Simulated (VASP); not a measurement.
# AgCl (Pm-3m) in VASP: a series of runs

The runs below take AgCl through single point, with r2SCAN50, PBE-based global hybrid with 75 % exact exchange.

Everything below comes from runs of VASP 6.6.1. Logs are shortened: lines on timing, memory, paths and dates and some standing lists are left out, and cuts for length are marked.

### Step 1. The cell of the first run

Symmetry: Pm-3m, No. 221, cubic system. The conventional cell has a = 3.396 Å, b = 3.396 Å, c = 3.396 Å, α = 90.00°, β = 90.00°, γ = 90.00°. Within 3.9 Å of Ag (site symmetry m-3m) lie 8 Cl at 2.94 Å and 6 Ag at 3.40 Å. Within 3.9 Å of Cl (site symmetry m-3m) lie 8 Ag at 2.94 Å and 6 Cl at 3.40 Å.

### Step 2. Single point, r2SCAN50

File POSCAR:

```
AgCl
1.0
    3.3955880382      0.0000000000      0.0000000000
    0.0000000000      3.3955880382      0.0000000000
    0.0000000000      0.0000000000      3.3955880382
Ag Cl
1 1
Direct
    0.0000000000      0.0000000000      0.0000000000
    0.5000000000      0.5000000000      0.5000000000
```

File INCAR.step1:

```
SYSTEM = AgCl
  PREC = Accurate
  ENCUT = 510
  EDIFF = 1E-5
  ISMEAR = 0
  SIGMA = 0.01
  LREAL = .FALSE.
  LASPH = .TRUE.
  NELM = 120
  ALGO = Normal
  ISIF = 2
  LWAVE = .TRUE.
  LCHARG = .FALSE.
  GGA = PE
  NBANDS = 20
  GGA_COMPAT = .FALSE.
```

File INCAR.step2:

```
SYSTEM = AgCl
  PREC = Accurate
  ENCUT = 510
  EDIFF = 1E-6
  ISMEAR = 0
  SIGMA = 0.01
  LREAL = .FALSE.
  LASPH = .TRUE.
  NELM = 120
  ALGO = Normal
  ISIF = 2
  LWAVE = .FALSE.
  LCHARG = .FALSE.
  METAGGA = R2SCAN
  LHFCALC = .TRUE.
  AEXX = 0.5
  LMIXTAU = .TRUE.
  PRECFOCK = Normal
  ISTART = 1
  NBANDS = 20
  GGA_COMPAT = .FALSE.
```

File KPOINTS:

```
Automatic mesh
0
G
  4 4 4
  0 0 0
```

Potentials or basis: VASP PAW PBE potentials, release 64 (Ag_sv_GW, Cl).

Launch:

```sh
$ cat potpaw_PBE.64/Ag_sv_GW/POTCAR potpaw_PBE.64/Cl/POTCAR > POTCAR
$ cp INCAR.step1 INCAR
$ mpirun -np 1 vasp_std > vasp.out
$ cp INCAR.step2 INCAR
$ mpirun -np 1 vasp_std > vasp.out
```

OUTCAR:

```text
SYSTEM = AgCl
   PREC = Accurate
   ENCUT = 510
   EDIFF = 1E-6
   ISMEAR = 0
   LREAL = .FALSE.
   LASPH = .TRUE.
   NELM = 120
   ISIF = 2
   METAGGA = R2SCAN
   LHFCALC = .TRUE.
   AEXX = 0.5
   PRECFOCK = Normal
   ISTART = 1

 ion  position               nearest neighbor table
   1  0.000  0.000  0.000-
   2  0.500  0.500  0.500-

  LATTYP: Found a simple cubic cell.
 ALAT       =     3.3955880382

  Lattice vectors:

 A1 = (   3.3955880382,   0.0000000000,   0.0000000000)
 A2 = (   0.0000000000,   3.3955880382,   0.0000000000)
 A3 = (   0.0000000000,   0.0000000000,   3.3955880382)

Analysis of symmetry for initial positions (statically):
=====================================================================
 Subroutine PRICEL returns:
 Original cell was already a primitive cell.

 Routine SETGRP: Setting up the symmetry group for a
 simple cubic supercell.

 Subroutine GETGRP returns: Found 48 space group operations
 (whereof 48 operations were pure point group operations)
 out of a pool of 48 trial point group operations.

The static configuration has the point symmetry O_h .

Analysis of symmetry for dynamics (positions and initial velocities):
=====================================================================
 Subroutine PRICEL returns:
 Original cell was already a primitive cell.

 Routine SETGRP: Setting up the symmetry group for a
 simple cubic supercell.

 Subroutine GETGRP returns: Found 48 space group operations
 (whereof 48 operations were pure point group operations)
 out of a pool of 48 trial point group operations.

The dynamic configuration has the point symmetry O_h .

 Subroutine INISYM returns: Found 48 space group operations
 (whereof 48 operations are pure point group operations),
 and found     1 'primitive' translations

----------------------------------------------------------------------------------------

                                     Primitive cell

  volume of cell :      39.1512

  direct lattice vectors                    reciprocal lattice vectors
     3.395588038  0.000000000  0.000000000     0.294499801  0.000000000  0.000000000
     0.000000000  3.395588038  0.000000000     0.000000000  0.294499801  0.000000000
     0.000000000  0.000000000  3.395588038     0.000000000  0.000000000  0.294499801

  length of vectors
     3.395588038  3.395588038  3.395588038     0.294499801  0.294499801  0.294499801

  position of ions in fractional coordinates (direct lattice)
     0.000000000  0.000000000  0.000000000
     0.500000000  0.500000000  0.500000000

  ion indices of the primitive-cell ions
   primitive index   ion index
                 1           1
                 2           2

----------------------------------------------------------------------------------------

 KPOINTS: Automatic mesh

Automatic generation of k-mesh.
 Grid dimensions read from file:
 generate k-points for:    4    4    4

 Generating k-lattice:

  Cartesian coordinates                     Fractional coordinates (reciprocal lattice)
     0.073624950  0.000000000  0.000000000     0.250000000  0.000000000  0.000000000
     0.000000000  0.073624950  0.000000000     0.000000000  0.250000000  0.000000000
     0.000000000  0.000000000  0.073624950     0.000000000  0.000000000  0.250000000

  Length of vectors
     0.073624950  0.073624950  0.073624950

  Shift w.r.t. Gamma in fractional coordinates (k-lattice)
     0.000000000  0.000000000  0.000000000

 Subroutine IBZKPT returns following result:
 ===========================================

 Found     10 irreducible k-points:

 Following reciprocal coordinates:
            Coordinates               Weight
  0.000000  0.000000  0.000000      1.000000
  0.250000  0.000000  0.000000      6.000000
  0.500000  0.000000  0.000000      3.000000
  0.250000  0.250000  0.000000     12.000000
  0.500000  0.250000  0.000000     12.000000
  0.500000  0.500000  0.000000      3.000000
  0.250000  0.250000  0.250000      8.000000
  0.500000  0.250000  0.250000     12.000000
  0.500000  0.500000  0.250000      6.000000
  0.500000  0.500000  0.500000      1.000000
   k-points           NKPTS =     10   k-points in BZ     NKDIM =     64   number of bands    NBANDS=     20
   number of dos      NEDOS =    301   number of ions     NIONS =      2
   total plane-waves  NPLWV =  21952
   dimension x,y,z NGX =    28 NGY =   28 NGZ =   28
   dimension x,y,z NGXF=    56 NGYF=   56 NGZF=   56
   ions per type =               1   1
   NGX,Y,Z   is equivalent  to a cutoff of  13.71, 13.71, 13.71 a.u.
   NGXF,Y,Z  is equivalent  to a cutoff of  27.42, 27.42, 27.42 a.u.
 SYSTEM =  AgCl
   PREC   = accura    normal or accurate (medium, high low for compatibility)
   ISTART =      1    job   : 0-new  1-cont  2-samecut
   ICHARG =      0    charge: 1-file 2-atom 10-const
   ISPIN  =      1    spin polarized calculation?
   LNONCOLLINEAR =      F non collinear calculations
   LSORBIT =      F    spin-orbit coupling
   LASPH  =      T    aspherical Exc in radial PAW
   ENCUT  =  510.0 eV  37.48 Ry    6.12 a.u.   6.25  6.25  6.25*2*pi/ulx,y,z
   NELM   =    120;   NELMIN=  2; NELMDL=  0     # of ELM steps
   EDIFF  = 0.1E-05   stopping-criterion for ELM
   LREAL  =      F    real-space projection
   EDIFFG = 0.1E-04   stopping-criterion for IOM
   NSW    =      0    number of steps for IOM
   IBRION =     -1    ionic relax: 0-MD 1-quasi-New 2-CG
   NFREE  =      0    steps in history (QN), initial steepest desc. (CG)
   ISIF   =      2    stress and relaxation
   ISYM   =      3    0-nonsym 1-usesym 2-fastsym
   POTIM  = 0.5000    time-step for ionic-motion
   TEBEG  =    0.0;   TEEND  =   0.0 temperature during run
   PSTRESS=    0.0 pullay stress
   NELECT =      26.0000    total number of electrons
   NUPDOWN=      -1.0000    fix difference up-down
   EMIN   =  10.00;   EMAX   =-10.00  energy-range for DOS
   EFERMI =   0.00;   METHOD = LEGACY
   ISMEAR =     0;   SIGMA  =   0.01  broadening in eV -4-tet -1-fermi 0-gaus
   EFERMI_NEDOS =   21; number of points for ismear=-14 and -15
   IALGO  =     38    algorithm
   IMIX   =      1    mixing-type and parameters
     AMIX     =   0.40;   BMIX     =  1.00
     AMIX_MAG =   1.60;   BMIX_MAG =  1.00
  volume/ion in A,a.u.               =      19.58       132.10
  Fermi-wavevector in a.u.,A,eV,Ry     =   1.428294  2.699084 27.756209  2.040024
  Thomas-Fermi vector in A             =   2.548371
   LORBIT       =      0    0 simple, 1 ext, 2 COOP (PROOUT), +10 PAW based schemes
   METAGGA = R2SCAN    functional components
   LHFCALC =     T    Hartree Fock is set to
   PRECFOCK=normal    Normal, Fast or Accurate (Low or Medium for compatibility)
   ENCUT4O =  -1.0   cutoff for four orbital integrals eV
   NKREDX  =     1    reduce k-point grid by
   NKREDY  =     1    reduce k-point grid by
   NKREDZ  =     1    reduce k-point grid by
   AEXX    =    0.5000 exact exchange contribution
   HFSCREEN=    0.0000 screening length (either q_TF or 0.3 A-1)
   HFSCREENC=   0.0000 screening length for correlation (either q_TF or 0.3 A-1)
   ENCUTFOCK=  -1.0 apply spherical cutoff to Coloumb kernel
   IVDW    =     0    specifies the selected vdW correction
   LEPSILON=     F    determine dielectric tensor
   LRPA    =     F    only Hartree local field effects (RPA)
 non-spin polarized calculation
 Gauss-broadening in eV      SIGMA  =   0.01
  energy-cutoff  :      510.00
  volume of cell :       39.15
 maximum number of plane-waves:      1064
 NGX is ok and might be reduce to    28
  NGX = 20; NGY = 20; NGZ = 20

 number of electron      26.0000012 magnetization

 Free energy of the ion-electron system (eV)
  ---------------------------------------------------
  ext. energy  EPLUGINS =         0.00000000
  ---------------------------------------------------
  free energy    TOTEN  =       -13.56420351 eV

  energy without entropy =      -13.56420351  energy(sigma->0) =      -13.56420351

 E-fermi :   1.1124     XC(G=0):  -6.2602

 val. band max:        0.9475648581   @ k =   0.5000   0.0000   0.0000
 cond. band min:       6.1827642950   @ k =   0.0000   0.0000   0.0000
 fundamental gap:      5.2351994369
 Fermi energy:         1.1123774034

 k-point     1 :       0.0000    0.0000    0.0000
  band No.  band energies     occupation
      1     -98.2071      2.00000
      2     -58.8160      2.00000
      3     -58.8160      2.00000
      4     -58.8160      2.00000
      5     -16.4102      2.00000
      6      -3.0958      2.00000
[... 12 lines left out ...]
     19      20.6768      0.00000
     20      23.0970      0.00000

 k-point     2 :       0.2500    0.0000    0.0000
  band No.  band energies     occupation
      1     -98.2068      2.00000
      2     -58.8244      2.00000
      3     -58.8158      2.00000
      4     -58.8158      2.00000
      5     -16.1333      2.00000
      6      -3.6369      2.00000
[... 12 lines left out ...]
     19      20.2854      0.00000
     20      22.8133      0.00000

 k-point     3 :       0.5000    0.0000    0.0000
  band No.  band energies     occupation
      1     -98.2065      2.00000
      2     -58.8326      2.00000
      3     -58.8150      2.00000
      4     -58.8150      2.00000
      5     -15.8244      2.00000
      6      -4.8288      2.00000
[... 12 lines left out ...]
     19      22.0458      0.00000
     20      22.5413      0.00000

 k-point     4 :       0.2500    0.2500    0.0000
  band No.  band energies     occupation
      1     -98.2064      2.00000
      2     -58.8232      2.00000
      3     -58.8232      2.00000
      4     -58.8145      2.00000
      5     -15.9011      2.00000
      6      -3.6591      2.00000
[... 12 lines left out ...]
     19      20.8620      0.00000
     20      21.1197      0.00000

 k-point     5 :       0.5000    0.2500    0.0000
  band No.  band energies     occupation
      1     -98.2061      2.00000
      2     -58.8319      2.00000
      3     -58.8230      2.00000
      4     -58.8150      2.00000
      5     -15.6474      2.00000
      6      -4.1710      2.00000
[... 12 lines left out ...]
     19      20.9156      0.00000
     20      23.2397      0.00000

 k-point     6 :       0.5000    0.5000    0.0000
  band No.  band energies     occupation
      1     -98.2058      2.00000
      2     -58.8313      2.00000
      3     -58.8313      2.00000
      4     -58.8146      2.00000
      5     -15.4580      2.00000
      6      -3.1184      2.00000
[... 12 lines left out ...]
     19      19.9343      0.00000
     20      22.4695      0.00000

 k-point     7 :       0.2500    0.2500    0.2500
  band No.  band energies     occupation
      1     -98.2061      2.00000
      2     -58.8233      2.00000
      3     -58.8233      2.00000
      4     -58.8229      2.00000
      5     -15.6834      2.00000
      6      -3.5408      2.00000
[... 12 lines left out ...]
     19      18.4110      0.00000
     20      23.7188      0.00000

 k-point     8 :       0.5000    0.2500    0.2500
  band No.  band energies     occupation
      1     -98.2058      2.00000
      2     -58.8317      2.00000
      3     -58.8228      2.00000
      4     -58.8226      2.00000
      5     -15.4462      2.00000
      6      -4.1087      2.00000
[... 12 lines left out ...]
     19      19.6892      0.00000
     20      22.3436      0.00000

 k-point     9 :       0.5000    0.5000    0.2500
  band No.  band energies     occupation
      1     -98.2055      2.00000
      2     -58.8312      2.00000
      3     -58.8312      2.00000
      4     -58.8218      2.00000
      5     -15.2281      2.00000
      6      -4.1569      2.00000
[... 12 lines left out ...]
     19      22.7540      0.00000
     20      22.7540      0.00000

 k-point    10 :       0.5000    0.5000    0.5000
  band No.  band energies     occupation
      1     -98.2053      2.00000
      2     -58.8323      2.00000
      3     -58.8323      2.00000
      4     -58.8323      2.00000
      5     -14.9747      2.00000
      6      -4.6210      2.00000
[... 12 lines left out ...]
     19      24.4348      0.00000
     20      24.4348      0.00000

------------------------ aborting loop because EDIFF is reached ----------------------------------------

  FORCE on cell =-STRESS in cart. coord.  units (eV):
  Direction    XX          YY          ZZ          XY          YZ          ZX
  --------------------------------------------------------------------------------------
  -------------------------------------------------------------------------------------
  Total       -0.3668164     -0.3668164     -0.3668164      0.0000000      0.0000000      0.0000000
  in kB      -15.0111619    -15.0111619    -15.0111619      0.0000000      0.0000000      0.0000000
  external PRESSURE =     -15.0111619 kB  Pullay stress =       0.0000000 kB

 VOLUME and BASIS-vectors are now :
 -----------------------------------------------------------------------------
  energy-cutoff  :      510.00
  volume of cell :       39.15
      direct lattice vectors                 reciprocal lattice vectors
     3.395588038  0.000000000  0.000000000     0.294499801  0.000000000  0.000000000
     0.000000000  3.395588038  0.000000000     0.000000000  0.294499801  0.000000000
     0.000000000  0.000000000  3.395588038     0.000000000  0.000000000  0.294499801

 POSITION                                       TOTAL-FORCE (eV/Angst)
 -----------------------------------------------------------------------------------
      0.00000      0.00000      0.00000         0.000000      0.000000      0.000000
      1.69779      1.69779      1.69779         0.000000      0.000000      0.000000
 -----------------------------------------------------------------------------------
    total drift:                               -0.000001     -0.000000      0.000000

  FREE ENERGIE OF THE ION-ELECTRON SYSTEM (eV)
  ---------------------------------------------------
  free  energy   TOTEN  =       -13.5642035077 eV

  energy  without entropy=      -13.5642035077  energy(sigma->0) =      -13.56420351
```

It took 9.4 min on 1 thread of Intel Xeon 6975P-C (Granite Rapids), shared host; peak memory 0.17 GiB.

What came out:

- Free energy: -13.5642 eV
- Pressure: -1.5 GPa
- Band gap on the k mesh: 5.24 eV (least direct gap 6.77 eV)

Caveat: the k points lie up to 0.46 Å⁻¹ apart; the structure was generated, so it needn't be the stable form of AgCl; the PAW data sets were made with another functional, which shifts forces and pressure a little.

### Step 3. Single point, PBE-based global hybrid with 75 % exact exchange

POSCAR is that of step 2.

File INCAR.step1:

```
SYSTEM = AgCl
PREC = Accurate
ENCUT = 470
EDIFF = 1E-5
ISMEAR = 0
SIGMA = 0.01
LREAL = .False.
LASPH = .True.
NELM = 120
ALGO = Normal
ISIF = 2
LWAVE = .True.
LCHARG = .False.
GGA = PE
NBANDS = 20
GGA_COMPAT = .False.
```

File INCAR.step2:

```
SYSTEM = AgCl
PREC = Accurate
ENCUT = 470
EDIFF = 1E-6
ISMEAR = 0
SIGMA = 0.01
LREAL = .False.
LASPH = .True.
NELM = 120
ALGO = Normal
ISIF = 2
LWAVE = .False.
LCHARG = .False.
GGA = PE
LHFCALC = .True.
AEXX = 0.75
PRECFOCK = Normal
ISTART = 1
NBANDS = 20
GGA_COMPAT = .False.
```

File KPOINTS:

```
Automatic mesh
0
Gamma
  4 4 4
  0 0 0
```

Potentials or basis: VASP PAW PBE potentials, release 64 (Ag_sv_GW, Cl).

Launch:

```sh
$ cat potpaw_PBE.64/Ag_sv_GW/POTCAR potpaw_PBE.64/Cl/POTCAR > POTCAR
$ cp INCAR.step1 INCAR
$ mpirun -np 1 vasp_std > vasp.out
$ cp INCAR.step2 INCAR
$ mpirun -np 1 vasp_std > vasp.out
```

It took 14 min on 1 thread of Intel Xeon Platinum 8259CL at 2.50GHz (Skylake/Cascade Lake), shared host; peak memory 0.16 GiB.

The run converged. Its results:

| Property | Result |
| --- | --- |
| Free energy | -1.3985 eV |
| Pressure | -2.2 GPa |
| Band gap on the k mesh | 7.48 eV (least direct gap 9.00 eV) |

Levels at points of the mesh, in eV from the valence-band top:
| k point | band 11 | band 12 | band 13 | band 14 | band 15 | band 16 |
| --- | --- | --- | --- | --- | --- | --- |
| (0.00, 0.00, 0.00) | -1.53 | -1.53 | -1.53 | 7.48 | 16.09 | 16.09 |
| (0.50, 0.00, 0.00) | -2.73 | 0.00 | 0.00 | 11.64 | 13.55 | 16.03 |
| (0.50, 0.50, 0.00) | -3.86 | -3.09 | -0.73 | 9.68 | 16.65 | 16.65 |
| (0.50, 0.50, 0.50) | -0.66 | -0.66 | -0.66 | 11.24 | 11.24 | 11.24 |

Caveat: the k points lie up to 0.46 Å⁻¹ apart; the structure was generated, so it needn't be the stable form of AgCl; the PAW data sets were made with another functional, which shifts forces and pressure a little. A k mesh can miss the band edges.
